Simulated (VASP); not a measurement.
## V: relaxation of cell and atoms with PBEsol

The system is V.

```
V
1.0
    -1.48304    1.48304    1.48304
     1.48304   -1.48304    1.48304
     1.48304    1.48304   -1.48304
V
1
Direct
  0.00000 0.00000 0.00000
```

```
Program                : VASP 6.6.1
Task                   : relaxation of cell and atoms
Functional             : PBEsol
Potentials or basis    : VASP PAW PBE potentials, release 64 (V_sv)
Cutoff                 : 600 eV
k mesh                 : 20 × 20 × 20
Occupations            : gaussian, width 0.1 eV
Spin                   : no spin polarisation
Dipole correction      : no
Further INCAR settings : ALGO = Normal; EDIFF = 1e-06; IBRION = 2; EDIFFG = -0.005; NSW = 100; ISIF = 3
```

```json
{
  "Relaxed volume": "12.96 Å³/atom",
  "Relaxed cell": "a = 2.563 Å, b = 2.563 Å, c = 2.563 Å, α = 109.47°, β = 109.47°, γ = 109.47°",
  "Space group after relaxing (to 0.05 Å)": "Im-3m (No. 229)",
  "Energy gained by relaxing": "0.3 meV/atom",
  "Ionic steps": "3",
  "Pressure after relaxing": "0.0 GPa"
}
```

Step by step:
| step | energy change (eV) | largest force (eV/Å) | pressure (GPa) | volume (Å³) |
| --- | --- | --- | --- | --- |
| 1 | 0.0000 | 0.0000 | -1.29 | 13.05 |
| 2 | 0.0003 | 0.0000 | 1.83 | 12.85 |
| 3 | -0.0003 | 0.0000 | 0.01 | 12.96 |

Final structure:
```
CELL_PARAMETERS angstrom
-1.47979 1.47979 1.47979
1.47979 -1.47979 1.47979
1.47979 1.47979 -1.47979
ATOMIC_POSITIONS crystal
V 0.00000 0.00000 0.00000
```

Levels at points of the mesh, in eV from the Fermi level:
```tsv
k point	band 4	band 5	band 6	band 7	band 8	band 9	band 10
(0.00, 0.00, 0.00)	-36.76	-6.67	0.42	0.42	0.42	2.53	2.53
(0.50, 0.00, 0.00)	-36.77	-3.32	-1.21	1.79	2.54	2.91	4.36
(0.50, 0.50, 0.50)	-37.46	-3.18	-3.18	3.94	3.94	3.94	10.55
```

Wall time 34 s on 1 thread of Intel(R) Xeon(R) Platinum 8488C (Sapphire Rapids), with other jobs on the host, peak memory 0.18 GiB.

Caveat: the PAW data sets were made with another functional, which shifts forces and pressure a little.
